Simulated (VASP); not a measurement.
# NbP (Fm-3m) in VASP: single point with r2SCAN

Aim: the single point of NbP with r2SCAN.

All numbers are computed with VASP 6.6.1; they aren't measurements. Logs are shortened: lines on timing, memory, paths and dates and some standing lists are left out, and cuts for length are marked.

### 1 The cell of the first run

Symmetry: Fm-3m, No. 225, cubic system. The conventional cell has a = 5.162 Å, b = 5.162 Å, c = 5.162 Å, α = 90.00°, β = 90.00°, γ = 90.00°. Nb (site symmetry m-3m) has 6 P at 2.58 Å within 3.4 Å. Within 3.4 Å of P (site symmetry m-3m) lie 6 Nb at 2.58 Å.

### 2 Single point, r2SCAN, collinear spin, ferromagnetic start

The input, POSCAR:

```
NbP
1.0
    0.0000000000      2.5811286800      2.5811286800
    2.5811286800      0.0000000000      2.5811286800
    2.5811286800      2.5811286800      0.0000000000
Nb P
1 1
Direct
    0.0000000000      0.0000000000      0.0000000000
    0.5000000000      0.5000000000      0.5000000000
```

The input, INCAR.step1:

```
SYSTEM = NbP
  PREC = Accurate
  ENCUT = 550
  ISMEAR = -1
  SIGMA = 0.1
  LREAL = .False.
  LASPH = .True.
  NELM = 200
  ISPIN = 2
  MAGMOM = 2 0
  LMAXMIX = 4
  NBANDS = 20
  GGA = PE
  ALGO = Normal
  EDIFF = 1E-5
  LWAVE = .True.
  LCHARG = .False.
  GGA_COMPAT = .False.
```

The input, INCAR.step2:

```
SYSTEM = NbP
  PREC = Accurate
  ENCUT = 550
  EDIFF = 1E-6
  ISMEAR = -1
  SIGMA = 0.1
  LREAL = .False.
  LASPH = .True.
  NELM = 200
  ALGO = Normal
  ISIF = 2
  LWAVE = .False.
  LCHARG = .True.
  ISPIN = 2
  MAGMOM = 2 0
  LORBIT = 11
  LMAXMIX = 4
  METAGGA = R2SCAN
  LMIXTAU = .True.
  LELF = .True.
  LVHAR = .True.
  NBANDS = 20
  ISTART = 1
  GGA_COMPAT = .False.
```

The input, KPOINTS:

```
regular mesh
0
Gamma
  8 8 8
  0 0 0
```

Potentials or basis: VASP PAW PBE potentials, release 64 (Nb_sv, P).

Run with:

```sh
$ cat potpaw_PBE.64/Nb_sv/POTCAR potpaw_PBE.64/P/POTCAR > POTCAR
$ cp INCAR.step1 INCAR
$ mpirun -np 1 vasp_std > vasp.out
$ cp INCAR.step2 INCAR
$ mpirun -np 1 vasp_std > vasp.out
```

OUTCAR:

```text
SYSTEM = NbP
   PREC = Accurate
   ENCUT = 550
   EDIFF = 1E-6
   ISMEAR = -1
   LREAL = .False.
   LASPH = .True.
   NELM = 200
   ISIF = 2
   ISPIN = 2
   LORBIT = 11
   METAGGA = R2SCAN
   ISTART = 1

 ion  position               nearest neighbor table
   1  0.000  0.000  0.000-   2 2.58   2 2.58   2 2.58   2 2.58   2 2.58   2 2.58
   2  0.500  0.500  0.500-   1 2.58   1 2.58   1 2.58   1 2.58   1 2.58   1 2.58

  LATTYP: Found a face centered cubic cell.
 ALAT       =     5.1622573600

  Lattice vectors:

 A1 = (   0.0000000000,   2.5811286800,   2.5811286800)
 A2 = (   2.5811286800,   0.0000000000,   2.5811286800)
 A3 = (   2.5811286800,   2.5811286800,   0.0000000000)

Analysis of symmetry for initial positions (statically):
=====================================================================
 Subroutine PRICEL returns:
 Original cell was already a primitive cell.

 Routine SETGRP: Setting up the symmetry group for a
 face centered cubic supercell.

 Subroutine GETGRP returns: Found 48 space group operations
 (whereof 48 operations were pure point group operations)
 out of a pool of 48 trial point group operations.

The static configuration has the point symmetry O_h .

Analysis of symmetry for dynamics (positions and initial velocities):
=====================================================================
 Subroutine PRICEL returns:
 Original cell was already a primitive cell.

 Routine SETGRP: Setting up the symmetry group for a
 face centered cubic supercell.

 Subroutine GETGRP returns: Found 48 space group operations
 (whereof 48 operations were pure point group operations)
 out of a pool of 48 trial point group operations.

The dynamic configuration has the point symmetry O_h .

Analysis of structural, dynamic, and magnetic symmetry:
=====================================================================
 Subroutine PRICEL returns:
 Original cell was already a primitive cell.

 Routine SETGRP: Setting up the symmetry group for a
 face centered cubic supercell.

 Subroutine GETGRP returns: Found 48 space group operations
 (whereof 48 operations were pure point group operations)
 out of a pool of 48 trial point group operations.

The overall configuration has the point symmetry O_h .

 Subroutine INISYM returns: Found 48 space group operations
 (whereof 48 operations are pure point group operations),
 and found     1 'primitive' translations

----------------------------------------------------------------------------------------

                                     Primitive cell

  volume of cell :      34.3921

  direct lattice vectors                    reciprocal lattice vectors
     0.000000000  2.581128680  2.581128680    -0.193713705  0.193713705  0.193713705
     2.581128680  0.000000000  2.581128680     0.193713705 -0.193713705  0.193713705
     2.581128680  2.581128680  0.000000000     0.193713705  0.193713705 -0.193713705

  length of vectors
     3.650267185  3.650267185  3.650267185     0.335521979  0.335521979  0.335521979

  position of ions in fractional coordinates (direct lattice)
     0.000000000  0.000000000  0.000000000
     0.500000000  0.500000000  0.500000000

  ion indices of the primitive-cell ions
   primitive index   ion index
                 1           1
                 2           2

----------------------------------------------------------------------------------------

 KPOINTS: regular mesh

Automatic generation of k-mesh.
 Grid dimensions read from file:
 generate k-points for:    8    8    8

 Generating k-lattice:

  Cartesian coordinates                     Fractional coordinates (reciprocal lattice)
    -0.024214213  0.024214213  0.024214213     0.125000000  0.000000000  0.000000000
     0.024214213 -0.024214213  0.024214213     0.000000000  0.125000000  0.000000000
     0.024214213  0.024214213 -0.024214213     0.000000000  0.000000000  0.125000000

  Length of vectors
     0.041940247  0.041940247  0.041940247

  Shift w.r.t. Gamma in fractional coordinates (k-lattice)
     0.000000000  0.000000000  0.000000000

 Subroutine IBZKPT returns following result:
 ===========================================

 Found     29 irreducible k-points:

 Following reciprocal coordinates:
            Coordinates               Weight
  0.000000  0.000000  0.000000      1.000000
  0.125000  0.000000  0.000000      8.000000
  0.250000  0.000000  0.000000      8.000000
  0.375000  0.000000  0.000000      8.000000
  0.500000  0.000000  0.000000      4.000000
  0.125000  0.125000  0.000000      6.000000
[... 16 lines left out ...]
  0.500000  0.250000  0.125000     48.000000
 -0.375000  0.250000  0.125000     24.000000
 [... further k-points ...]
   k-points           NKPTS =     29   k-points in BZ     NKDIM =     29   number of bands    NBANDS=     20
   number of dos      NEDOS =    301   number of ions     NIONS =      2
   total plane-waves  NPLWV =  21952
   dimension x,y,z NGX =    28 NGY =   28 NGZ =   28
   dimension x,y,z NGXF=    56 NGYF=   56 NGZF=   56
   ions per type =               1   1
   NGX,Y,Z   is equivalent  to a cutoff of  12.75, 12.75, 12.75 a.u.
   NGXF,Y,Z  is equivalent  to a cutoff of  25.50, 25.50, 25.50 a.u.
 SYSTEM =  NbP
   PREC   = accura    normal or accurate (medium, high low for compatibility)
   ISTART =      1    job   : 0-new  1-cont  2-samecut
   ICHARG =      0    charge: 1-file 2-atom 10-const
   ISPIN  =      2    spin polarized calculation?
   LNONCOLLINEAR =      F non collinear calculations
   LSORBIT =      F    spin-orbit coupling
   LASPH  =      T    aspherical Exc in radial PAW
   ENCUT  =  550.0 eV  40.42 Ry    6.36 a.u.   6.98  6.98  6.98*2*pi/ulx,y,z
   NELM   =    200;   NELMIN=  2; NELMDL=  0     # of ELM steps
   EDIFF  = 0.1E-05   stopping-criterion for ELM
   LREAL  =      F    real-space projection
   EDIFFG = 0.1E-04   stopping-criterion for IOM
   NSW    =      0    number of steps for IOM
   IBRION =     -1    ionic relax: 0-MD 1-quasi-New 2-CG
   NFREE  =      0    steps in history (QN), initial steepest desc. (CG)
   ISIF   =      2    stress and relaxation
   ISYM   =      2    0-nonsym 1-usesym 2-fastsym
   POTIM  = 0.5000    time-step for ionic-motion
   TEBEG  =    0.0;   TEEND  =   0.0 temperature during run
   PSTRESS=    0.0 pullay stress
   NELECT =      18.0000    total number of electrons
   NUPDOWN=      -1.0000    fix difference up-down
   EMIN   =  10.00;   EMAX   =-10.00  energy-range for DOS
   EFERMI =   0.00;   METHOD = LEGACY
   ISMEAR =    -1;   SIGMA  =   0.10  broadening in eV -4-tet -1-fermi 0-gaus
   EFERMI_NEDOS =   21; number of points for ismear=-14 and -15
   IALGO  =     38    algorithm
   IMIX   =      4    mixing-type and parameters
     AMIX     =   0.40;   BMIX     =  1.00
     AMIX_MAG =   1.60;   BMIX_MAG =  1.00
  volume/ion in A,a.u.               =      17.20       116.04
  Fermi-wavevector in a.u.,A,eV,Ry     =   1.319307  2.493130 23.681921  1.740572
  Thomas-Fermi vector in A             =   2.449215
   LORBIT       =     11    0 simple, 1 ext, 2 COOP (PROOUT), +10 PAW based schemes
   METAGGA = R2SCAN    functional components
   LHFCALC =     F    Hartree Fock is set to
   AEXX    =    0.0000 exact exchange contribution
   IVDW    =     0    specifies the selected vdW correction
   LEPSILON=     F    determine dielectric tensor
   LRPA    =     F    only Hartree local field effects (RPA)
 spin polarized calculation
  energy-cutoff  :      550.00
  volume of cell :       34.39
 maximum number of plane-waves:      1036
   NGX = 13   NGY = 13   NGZ = 13

 number of electron      18.0000001 magnetization      -0.0000213

 number of electron      18.0000001 magnetization       0.0000059

 Free energy of the ion-electron system (eV)
  ---------------------------------------------------
  ext. energy  EPLUGINS =         0.00000000
  ---------------------------------------------------
  free energy    TOTEN  =       -35.19903747 eV

  energy without entropy =      -35.15144797  energy(sigma->0) =      -35.17524272

 E-fermi :  10.7077     XC(G=0): -12.3852

 val. band max:       10.6555947053   @ k =  -0.2500   0.1250   0.0000
 cond. band min:      10.7084770098   @ k =   0.3750   0.2500   0.1250
 fundamental gap:      0.0528823046
 Fermi energy:        10.7077373020

 spin component 1

 k-point     1 :       0.0000    0.0000    0.0000
  band No.  band energies     occupation
      1     -47.1303      1.00000
      2     -22.4181      1.00000
      3     -22.4181      1.00000
      4     -22.4181      1.00000
      5      -3.1175      1.00000
      6       8.9388      1.00000
[... 12 lines left out ...]
     19      28.3096      0.00000
     20      28.3096      0.00000

 k-point     2 :       0.1250    0.0000    0.0000
  band No.  band energies     occupation
      1     -47.1277      1.00000
      2     -22.4515      1.00000
      3     -22.4217      1.00000
      4     -22.4217      1.00000
      5      -2.8545      1.00000
      6       7.7442      1.00000
[... 498 lines left out ...]
 k-point    24 :      -0.3750    0.2500    0.1250
  band No.  band energies     occupation
      1     -47.1096      1.00000
      2     -22.6066      1.00000
      3     -22.4975      1.00000
      4     -22.4618      1.00000
      5      -0.8125      1.00000
      6       4.0892      1.00000
[... 12 lines left out ...]
     19      26.8005      0.00000
     20      28.5608      0.00000

 [... further k-points ...]

 spin component 2

 k-point     1 :       0.0000    0.0000    0.0000
  band No.  band energies     occupation
      1     -47.1303      1.00000
      2     -22.4181      1.00000
      3     -22.4181      1.00000
      4     -22.4181      1.00000
      5      -3.1175      1.00000
      6       8.9388      1.00000
[... 12 lines left out ...]
     19      28.3096      0.00000
     20      28.3096      0.00000

 k-point     2 :       0.1250    0.0000    0.0000
  band No.  band energies     occupation
      1     -47.1276      1.00000
      2     -22.4515      1.00000
      3     -22.4217      1.00000
      4     -22.4217      1.00000
      5      -2.8545      1.00000
      6       7.7442      1.00000
[... 498 lines left out ...]
 k-point    24 :      -0.3750    0.2500    0.1250
  band No.  band energies     occupation
      1     -47.1095      1.00000
      2     -22.6066      1.00000
      3     -22.4975      1.00000
      4     -22.4618      1.00000
      5      -0.8125      1.00000
      6       4.0892      1.00000
[... 12 lines left out ...]
     19      26.8005      0.00000
     20      28.5608      0.00000

 [... further k-points ...]
[... 5 lines left out ...]
  --------------------------------------------------------------------------------------
  -------------------------------------------------------------------------------------
  Total       -1.9149214     -1.9149214     -1.9149214      0.0000000      0.0000000     -0.0000000
  in kB      -89.2077490    -89.2077490    -89.2077490      0.0000000      0.0000000     -0.0000000
  external PRESSURE =     -89.2077490 kB  Pullay stress =       0.0000000 kB

 VOLUME and BASIS-vectors are now :
 -----------------------------------------------------------------------------
  energy-cutoff  :      550.00
  volume of cell :       34.39
      direct lattice vectors                 reciprocal lattice vectors
     0.000000000  2.581128680  2.581128680    -0.193713705  0.193713705  0.193713705
     2.581128680  0.000000000  2.581128680     0.193713705 -0.193713705  0.193713705
     2.581128680  2.581128680  0.000000000     0.193713705  0.193713705 -0.193713705

 POSITION                                       TOTAL-FORCE (eV/Angst)
 -----------------------------------------------------------------------------------
      0.00000      0.00000      0.00000         0.000000      0.000000     -0.000000
      2.58113      2.58113      2.58113        -0.000000     -0.000000      0.000000
 -----------------------------------------------------------------------------------
    total drift:                               -0.000000      0.000000      0.000000

  FREE ENERGIE OF THE ION-ELECTRON SYSTEM (eV)
  ---------------------------------------------------
  free  energy   TOTEN  =       -35.1990374670 eV

  energy  without entropy=      -35.1514479699  energy(sigma->0) =      -35.17524272

 total charge

# of ion       s       p       d       tot
------------------------------------------
    1        2.130   5.995   2.439  10.564
    2        1.010   1.551   0.000   2.561
--------------------------------------------------
tot          3.140   7.546   2.439  13.126

 magnetization (x)

# of ion       s       p       d       tot
------------------------------------------
    1        0.000   0.000   0.000   0.000
    2       -0.000  -0.000   0.000  -0.000
--------------------------------------------------
tot          0.000  -0.000   0.000   0.000
```

Wall time 2.1 min (1 thread of Intel Xeon 6975P-C, shared host); peak memory 0.21 GiB.

What came out:

```yaml
Free_energy: -35.1990 eV
Pressure: -8.9 GPa
Band_gap_on_the_k_mesh: zero (filled and empty bands overlap)
Net_moment: 0.00 μB per cell
Valence_electrons_inside_the_program's_atomic_spheres: Nb 10.56; P 2.56
```

Caveat: the PAW data sets were made with another functional, which shifts forces and pressure a little.
